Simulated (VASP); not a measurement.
Be: single point with BLYP

Be:

```
Be
1.0
     2.13064    0.00000    0.00000
     0.00000    2.13064    0.00000
     0.00000    0.00000    2.13064
Be
1
Direct
  0.00000 0.00000 0.00000
```

This cell differs from its parent crystal: volume scaled by 0.92.

```json
{
 "Program": "VASP 6.6.1",
 "Task": "single point",
 "Functional": "BLYP",
 "Potentials or basis": "VASP PAW PBE potentials, release 64 (Be)",
 "Cutoff": "520 eV",
 "k mesh": "16 × 16 × 16",
 "Occupations": "fermi-dirac, width 0.1 eV",
 "Spin": "no spin polarisation"
}
```

```
Pressure               : 6.8 GPa
Band gap on the k mesh : zero (band 1 reaches 11.03 eV, above the bottom of band 2 at 3.92 eV)
```

Levels at points of the mesh, in eV from the Fermi level:
| k point | band 1 | band 2 | band 3 | band 4 | band 5 | band 6 |
| --- | --- | --- | --- | --- | --- | --- |
| (0.00, 0.00, 0.00) | -9.87 | 13.96 | 13.96 | 13.96 | 19.95 | 19.95 |
| (0.50, 0.00, 0.00) | -4.79 | -1.68 | 17.68 | 17.68 | 25.86 | 25.92 |
| (0.50, 0.50, 0.00) | 0.63 | 0.63 | 7.19 | 7.61 | 20.76 | 33.71 |
| (0.50, 0.50, 0.50) | 5.42 | 5.42 | 5.42 | 13.89 | 13.89 | 13.89 |

Run time: 7.6 s on 1 thread of Intel Xeon 8259CL, on a shared host, peak memory 0.11 GiB.

Caveat: the PAW data sets were made with another functional, which shifts forces and pressure a little.
